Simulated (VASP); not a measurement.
**NaH: single point with r2SCAN**

The system is NaH.

```
Na H
1.0
     3.31916    0.00000    0.00000
    -1.65958    2.87448    0.00000
     0.00000    0.00000    5.83095
Na H
2 2
Direct
  0.00000 0.00000 0.00000
  0.00000 0.00000 0.50000
  0.33333 0.66667 0.25000
  0.66667 0.33333 0.75000
```

| Property | Result |
| --- | --- |
| Program | VASP 6.6.1 |
| Task | single point |
| Functional | r2SCAN |
| Potentials or basis | VASP PAW PBE potentials, release 64 (Na_pv, H) |
| Cutoff | 520 eV |
| k mesh | 12 × 12 × 4 |
| Occupations | gaussian, width 0.01 eV |
| Spin | no spin polarisation |

```
Pressure               : -0.2 GPa
Band gap on the k mesh : 4.02 eV (least direct gap 5.07 eV)
```

Stress tensor (GPa, compression positive):
```
-0.29  0.00  0.00
 0.00 -0.29  0.00
 0.00  0.00 -0.12
```

Levels at points of the mesh, in eV from the valence-band top:
```
           k point  band 5  band 6  band 7  band 8  band 9  band 10  band 11  band 12
(0.00, 0.00, 0.00)  -23.02  -23.00   -3.59   -1.15    4.02    11.41    12.39    14.57
(0.50, 0.00, 0.00)  -23.04  -22.99   -0.77   -0.22    4.99     6.50     7.71     9.40
(0.00, 0.00, 0.50)  -23.03  -23.03   -2.65   -2.65    7.28     7.28    12.99    12.99
(0.50, 0.00, 0.50)  -23.05  -23.05   -0.46   -0.46    4.95     4.95    10.58    10.58
```

Wall time 5.7 min on 1 thread of Intel Xeon 8259CL, with other jobs on the host, peak memory 0.21 GiB.

Caveat: the PAW data sets were made with another functional, which shifts forces and pressure a little. A k mesh can miss the band edges.
